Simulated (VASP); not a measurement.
# Nb (P-1) in VASP: single point with HSE06

Aim: the single point of Nb with HSE06.

All numbers are computed with VASP 6.6.1; they aren't measurements. Logs are shortened: lines on timing, memory, paths and dates and some standing lists are left out, and cuts for length are marked.

## 1. The cell of the first run

The typed cell holds 1 atom: a = 2.934 Å, b = 3.003 Å, c = 2.848 Å, α = 112.57°, β = 109.33°, γ = 112.12°.

## 2. Single point, HSE06

Input file POSCAR:

```
Nb
1.0
   -1.7512570087      1.6957487791      1.6320728928
    1.6910361863     -1.8266449979      1.6800706481
    1.5533763449      1.6414144926     -1.7325333793
Nb
1
Direct
    0.0000000000      0.0000000000      0.0000000000
```

Input file INCAR.step1:

```
SYSTEM = Nb
PREC = Accurate
ENCUT = 520
EDIFF = 1E-5
ISMEAR = -1
SIGMA = 0.05
LREAL = .FALSE.
LASPH = .TRUE.
NELM = 60
ALGO = Normal
ISIF = 2
LWAVE = .TRUE.
LCHARG = .FALSE.
NBANDS = 12
GGA = PE
KPAR = 4
```

Input file INCAR.step2:

```
SYSTEM = Nb
PREC = Accurate
ENCUT = 520
EDIFF = 1E-6
ISMEAR = -1
SIGMA = 0.05
LREAL = .FALSE.
LASPH = .TRUE.
NELM = 60
ALGO = Normal
ISIF = 2
LWAVE = .FALSE.
LCHARG = .FALSE.
GGA = PE
LHFCALC = .TRUE.
HFSCREEN = 0.2079
PRECFOCK = Normal
NBANDS = 12
ISTART = 1
KPAR = 4
```

Input file KPOINTS:

```
regular mesh
0
G
  6 6 7
  0 0 0
```

Potentials or basis: VASP PAW PBE potentials, release 64 (Nb_sv).

On the command line:

```sh
$ cat potpaw_PBE.64/Nb_sv/POTCAR > POTCAR
$ cp INCAR.step1 INCAR
$ mpirun -np 4 vasp_std > vasp.out
$ cp INCAR.step2 INCAR
$ mpirun -np 4 vasp_std > vasp.out
```

OUTCAR:

```text
SYSTEM = Nb
   PREC = Accurate
   ENCUT = 520
   EDIFF = 1E-6
   ISMEAR = -1
   LREAL = .FALSE.
   LASPH = .TRUE.
   NELM = 60
   ISIF = 2
   GGA = PE
   LHFCALC = .TRUE.
   HFSCREEN = 0.2079
   PRECFOCK = Normal
   ISTART = 1

 ion  position               nearest neighbor table
   1  0.000  0.000  0.000-

  LATTYP: Found a triclinic cell.
 ALAT       =     2.9336201117
 B/A-ratio  =     1.6789280036
 C/A-ratio  =     0.9022812886
 COS(alpha) =     0.0080495773
 COS(beta)  =     0.3251193140
 COS(gamma) =     0.8251812201

  Lattice vectors:

 A1 = (   1.7512570087,  -1.6957487791,  -1.6320728928)
 A2 = (   3.4422931950,  -3.5223937770,   0.0479977553)
 A3 = (  -1.4931555225,  -1.5105182738,  -1.5796101616)

Analysis of symmetry for initial positions (statically):
=====================================================================
 Subroutine PRICEL returns:
 Original cell was already a primitive cell.

 Routine SETGRP: Setting up the symmetry group for a
 triclinic supercell.

 Subroutine GETGRP returns: Found  2 space group operations
 (whereof  2 operations were pure point group operations)
 out of a pool of  2 trial point group operations.

The static configuration has the point symmetry S_2 .

Analysis of symmetry for dynamics (positions and initial velocities):
=====================================================================
 Subroutine PRICEL returns:
 Original cell was already a primitive cell.

 Routine SETGRP: Setting up the symmetry group for a
 triclinic supercell.

 Subroutine GETGRP returns: Found  2 space group operations
 (whereof  2 operations were pure point group operations)
 out of a pool of  2 trial point group operations.

The dynamic configuration has the point symmetry S_2 .

 Subroutine INISYM returns: Found  2 space group operations
 (whereof  2 operations are pure point group operations),
 and found     1 'primitive' translations

----------------------------------------------------------------------------------------

                                     Primitive cell

  volume of cell :      17.8420

  direct lattice vectors                    reciprocal lattice vectors
    -1.751257009  1.695748779  1.632072893     0.022813130  0.310479137  0.314604231
     1.691036186 -1.826644998  1.680070648     0.314811104  0.027961479  0.308748163
     1.553376345  1.641414493 -1.732533379     0.326768646  0.319590866  0.018571512

  length of vectors
[... 95 lines left out ...]
   ISMEAR =    -1;   SIGMA  =   0.05  broadening in eV -4-tet -1-fermi 0-gaus
   EFERMI_NEDOS =   21; number of points for ismear=-14 and -15
   IALGO  =     38    algorithm
   IMIX   =      1    mixing-type and parameters
     AMIX     =   0.40;   BMIX     =  1.00
     AMIX_MAG =   1.60;   BMIX_MAG =  1.00
  volume/ion in A,a.u.               =      17.84       120.40
  Fermi-wavevector in a.u.,A,eV,Ry     =   1.473132  2.783816 29.526251  2.170118
  Thomas-Fermi vector in A             =   2.588062
   LORBIT       =      0    0 simple, 1 ext, 2 COOP (PROOUT), +10 PAW based schemes
   GGA     = PE    functional components
   LHFCALC =     T    Hartree Fock is set to
   PRECFOCK=normal    Normal, Fast or Accurate (Low or Medium for compatibility)
   ENCUT4O =  -1.0   cutoff for four orbital integrals eV
   NKREDX  =     1    reduce k-point grid by
   NKREDY  =     1    reduce k-point grid by
   NKREDZ  =     1    reduce k-point grid by
   AEXX    =    0.2500 exact exchange contribution
   HFSCREEN=    0.2079 screening length (either q_TF or 0.3 A-1)
   HFSCREENC=   0.2079 screening length for correlation (either q_TF or 0.3 A-1)
   ENCUTFOCK=  -1.0 apply spherical cutoff to Coloumb kernel
   IVDW    =     0    specifies the selected vdW correction
   LEPSILON=     F    determine dielectric tensor
   LRPA    =     F    only Hartree local field effects (RPA)
 non-spin polarized calculation
  energy-cutoff  :      520.00
  volume of cell :       17.84
 maximum number of plane-waves:       490
 NGX is ok and might be reduce to    24
  NGX = 18; NGY = 18; NGZ = 16

 number of electron      13.0000000 magnetization

 Free energy of the ion-electron system (eV)
  ---------------------------------------------------
  ext. energy  EPLUGINS =         0.00000000
  ---------------------------------------------------
  free energy    TOTEN  =       -11.84733269 eV

  energy without entropy =      -11.84148311  energy(sigma->0) =      -11.84440790

 E-fermi :  11.2251     XC(G=0): -10.2603

 val. band max:       11.1689286396   @ k =   0.3333   0.0000   0.2857
 cond. band min:      11.2639068619   @ k =   0.0000   0.0000   0.1429
 fundamental gap:      0.0949782223
 Fermi energy:        11.2251040157

 k-point     1 :       0.0000    0.0000    0.0000
  band No.  band energies     occupation
      1     -47.0580      2.00000
      2     -21.0164      2.00000
      3     -20.8684      2.00000
      4     -20.4516      2.00000
      5       4.2664      2.00000
      6      10.1672      2.00000
      7      11.5916      0.00131
      8      12.8661      0.00000
      9      15.5122      0.00000
     10      15.9967      0.00000
     11      25.0189      0.00000
     12      26.6756      0.00000
[... 331 lines left out ...]
 k-point    24 :       0.5000    0.0000    0.1429
  band No.  band energies     occupation
      1     -46.6907      2.00000
      2     -22.3276      2.00000
      3     -21.4361      2.00000
      4     -20.9932      2.00000
      5       7.5322      2.00000
      6       9.8660      2.00000
      7      12.2212      0.00000
      8      14.4117      0.00000
      9      15.8683      0.00000
     10      18.8380      0.00000
     11      24.7358      0.00000
     12      25.1639      0.00000

 [... further k-points ...]

------------------------ aborting loop because EDIFF is reached ----------------------------------------

  FORCE on cell =-STRESS in cart. coord.  units (eV):
  Direction    XX          YY          ZZ          XY          YZ          ZX
  --------------------------------------------------------------------------------------
  -------------------------------------------------------------------------------------
  Total       -0.0528260     -0.0525830     -0.0447663      0.0063599      0.0022981     -0.0017812
  in kB       -4.7436781     -4.7218593     -4.0199334      0.5711051      0.2063693     -0.1599473
  external PRESSURE =      -4.4951569 kB  Pullay stress =       0.0000000 kB

 VOLUME and BASIS-vectors are now :
 -----------------------------------------------------------------------------
  energy-cutoff  :      520.00
  volume of cell :       17.84
      direct lattice vectors                 reciprocal lattice vectors
    -1.751257009  1.695748779  1.632072893     0.022813130  0.310479137  0.314604231
     1.691036186 -1.826644998  1.680070648     0.314811104  0.027961479  0.308748163
     1.553376345  1.641414493 -1.732533379     0.326768646  0.319590866  0.018571512

 POSITION                                       TOTAL-FORCE (eV/Angst)
 -----------------------------------------------------------------------------------
      0.00000      0.00000      0.00000         0.000000      0.000000      0.000000
 -----------------------------------------------------------------------------------
    total drift:                               -0.000000      0.000000     -0.000000

  FREE ENERGIE OF THE ION-ELECTRON SYSTEM (eV)
  ---------------------------------------------------
  free  energy   TOTEN  =       -11.8473326852 eV

  energy  without entropy=      -11.8414831062  energy(sigma->0) =      -11.84440790
```

OSZICAR.step1:

```text
N       E                     dE             d eps       ncg     rms          rms(c)
DAV:   1     0.116467152686E+03    0.11647E+03   -0.73269E+03  3088   0.108E+03
DAV:   2    -0.588706619561E+01   -0.12235E+03   -0.11762E+03  3328   0.388E+02
DAV:   3    -0.102968451804E+02   -0.44098E+01   -0.42180E+01  4424   0.652E+01
DAV:   4    -0.105830143112E+02   -0.28617E+00   -0.28470E+00  4536   0.148E+01
DAV:   5    -0.105896557178E+02   -0.66414E-02   -0.66396E-02  4300   0.199E+00    0.734E+00
DAV:   6    -0.102391452130E+02    0.35051E+00   -0.54428E-01  4992   0.942E+00    0.263E+00
DAV:   7    -0.101982011190E+02    0.40944E-01   -0.17314E-01  5104   0.531E+00    0.927E-01
DAV:   8    -0.102034657595E+02   -0.52646E-02   -0.12871E-02  3680   0.146E+00    0.572E-02
DAV:   9    -0.102035017245E+02   -0.35965E-04   -0.11027E-03  4848   0.309E-01    0.569E-02
DAV:  10    -0.102035185770E+02   -0.16853E-04   -0.69475E-05  3656   0.116E-01    0.161E-02
DAV:  11    -0.102035104088E+02    0.81682E-05   -0.39763E-06  2380   0.264E-02
   1 F= -.10203510E+02 E0= -.10198486E+02  d E =-.100494E-01
```

Wall time 34 min (4 MPI ranks of Oxide Virtual Turin-like, shared host); peak memory 0.23 GiB.

Results:

```
Free energy            : -11.8473 eV
Pressure               : -0.4 GPa
Band gap on the k mesh : zero (an odd number of electrons rules out a gap without spin polarisation)
```

Stress tensor (GPa, compression positive):
```
-0.47  0.06 -0.02
 0.06 -0.47  0.02
-0.02  0.02 -0.40
```

Levels at points of the mesh, in eV from the Fermi level:
```tsv
k point	band 5	band 6	band 7	band 8	band 9	band 10
(0.00, 0.00, 0.00)	-6.96	-1.06	0.37	1.64	4.29	4.77
(0.50, 0.00, 0.00)	-4.40	-1.60	2.91	3.55	4.09	7.39
(0.00, 0.50, 0.00)	-4.38	-2.10	2.87	4.00	4.61	7.18
(0.50, 0.50, 0.00)	-4.41	-2.62	1.20	5.02	5.67	6.80
```

Caveat: the k points lie up to 0.41 Å⁻¹ apart, too coarse for converged energies and pressures of a metal; the PAW data sets were made with another functional, which shifts forces and pressure a little.

The gap in the log of VASP goes by the Fermi energy; the results here count the filled bands.